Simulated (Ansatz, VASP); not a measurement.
**One calculation of PdRhC4N4, two programs**

INCAR

```
SYSTEM = PdRhC4N4
  PREC = Accurate
  ENCUT = 700
  EDIFF = 1E-6
  ISMEAR = 0
  SIGMA = 0.1
  LREAL = .FALSE.
  LASPH = .TRUE.
  NELM = 200
  ALGO = Normal
  ISIF = 2
  LWAVE = .FALSE.
  LCHARG = .TRUE.
  ISPIN = 2
  MAGMOM = 0 1 0 0 0 0 0 0 0 0
  LORBIT = 11
  LMAXMIX = 4
  GGA = PE
  LELF = .TRUE.
  LVHAR = .TRUE.
  NBANDS = 50
  GGA_COMPAT = .FALSE.
```

Contents of KPOINTS:

```
Automatic mesh
0
G
  4 4 4
  0 0 0
```

File POSCAR:

```
PdRhC4N4
1.0
    5.9086026500      0.0000000000      0.0000000000
    0.0000000000      5.9086026500      0.0000000000
    0.0000000000      0.0000000000      5.9086026500
Pd Rh C N
1 1 4 4
Direct
    0.5000000000      0.5000000000      0.5000000000
    0.0000000000      0.0000000000      0.0000000000
    0.1873167900      0.1873167900      0.1873167900
    0.1873167900      0.8126832100      0.8126832100
    0.8126832100      0.1873167900      0.8126832100
    0.8126832100      0.8126832100      0.1873167900
    0.3016415900      0.3016415900      0.3016415900
    0.3016415900      0.6983584100      0.6983584100
    0.6983584100      0.3016415900      0.6983584100
    0.6983584100      0.6983584100      0.3016415900
```

Input for Ansatz:

```yaml
crystal:
  lattice:
    - [5.90860265, 0.0, 0.0]
    - [0.0, 5.90860265, 0.0]
    - [0.0, 0.0, 5.90860265]
  atoms:
    - { symbol: Pd, position: [0.5, 0.5, 0.5] }
    - { symbol: Rh, position: [0.0, 0.0, 0.0], spin: 1.0 }
    - { symbol: C, position: [0.18731679, 0.18731679, 0.18731679] }
    - { symbol: C, position: [0.18731679, 0.81268321, 0.81268321] }
    - { symbol: C, position: [0.81268321, 0.18731679, 0.81268321] }
    - { symbol: C, position: [0.81268321, 0.81268321, 0.18731679] }
    - { symbol: "N", position: [0.30164159, 0.30164159, 0.30164159] }
    - { symbol: "N", position: [0.30164159, 0.69835841, 0.69835841] }
    - { symbol: "N", position: [0.69835841, 0.30164159, 0.69835841] }
    - { symbol: "N", position: [0.69835841, 0.69835841, 0.30164159] }
basis:
  ecutwfc: 420
kpoints:
  mp_grid: { grid: [4, 4, 4] }
hamiltonian:
  xc: pbe
scf:
  occupations: { method: gaussian, width: 0.1 }
  lower_state_search: "off"
output:
  forces: true
  stress: true
  eigenvalues: true
  populations: true
magnetization:
  spin_polarized: true
```

Alike in both runs: task single point; functional PBE; k mesh 4 × 4 × 4; occupations gaussian, width 0.1 eV; collinear spin.

|  | VASP | Ansatz |
| --- | --- | --- |
| version | VASP 6.6.1 | Ansatz 0.2.0 |
| potentials or method | VASP PAW PBE potentials, release 64 (Pd_sv_GW, Rh_sv_GW, C, N), cutoff 700 eV | scalar-relativistic, plane waves, PAW |
| valence electrons in the cell | 71 | 71 |

|  | VASP | Ansatz | Ansatz less VASP |
| --- | --- | --- | --- |
| gap on the k mesh at the Fermi level (eV) | none | none | - |
| pressure (GPa) | 4.0 | 3.8 | -0.21 |
| rms of the force components (eV/Å) | 0.616 | 0.437 | -0.1789 |
| net moment per atom (μB) | 0.10 | 0.10 | 0.000 |
| size of the moment on the site where the two differ most (μB) | 0.64 | 0.46 | -0.174 |

Site moments also hang on the region over which each program counts them. Atom by atom the forces differ by 0.180 eV/Å (rms over components). A gap of «none» marks a metal or a gap that the smearing closes.

Noted on VASP's run: the standard files for N, O and F lose accuracy on very short bonds.
